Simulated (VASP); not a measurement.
Here is a VASP 6.6.1 calculation.

The input INCAR:

```
SYSTEM = WC
ALGO = Normal
EDIFF = 1E-7
EDIFFG = -0.005
ENCUT = 600
GGA = PE
IBRION = 2
ISIF = 3
ISMEAR = -1
LASPH = .True.
LCHARG = .False.
LREAL = .False.
LWAVE = .False.
NELM = 80
NSW = 32
PREC = Accurate
PSTRESS = 4800.0
SIGMA = 0.1
```

Contents of KPOINTS:

```
k-points
0
Gamma
  16 16 16
  0 0 0
```

POSCAR

```
WC
1.0
    2.3217171395      0.0000000000      0.0000000000
    0.0000000000      2.3217171395      0.0000000000
    0.0000000000      0.0000000000      2.3217171395
W C
1 1
Direct
    0.0000000000      0.0000000000      0.0000000000
    0.5000000000      0.5000000000      0.5000000000
```

Potentials or basis: VASP PAW PBE potentials, release 64 (W_sv, C).

The run is started by

```bash
$ cat potpaw_PBE.64/W_sv/POTCAR potpaw_PBE.64/C/POTCAR > POTCAR
$ mpirun -np 1 vasp_std > vasp.out
```

(1) Estimate the relaxed volume.

(2) Predict the band gap on the k mesh.

(3) Predict the relaxed cell.

Results:

(1) 6.30 Å³/atom.

(2) zero (band 9 reaches 32.48 eV, above the bottom of band 10 at 18.35 eV).

(3) a = 2.327 Å, b = 2.327 Å, c = 2.327 Å, α = 90.00°, β = 90.00°, γ = 90.00°.

Caveat: the cell is relaxed towards a set pressure, so the enthalpy falls and the energy may rise; spin-orbit coupling is left out, which moves the levels of the heavy elements.
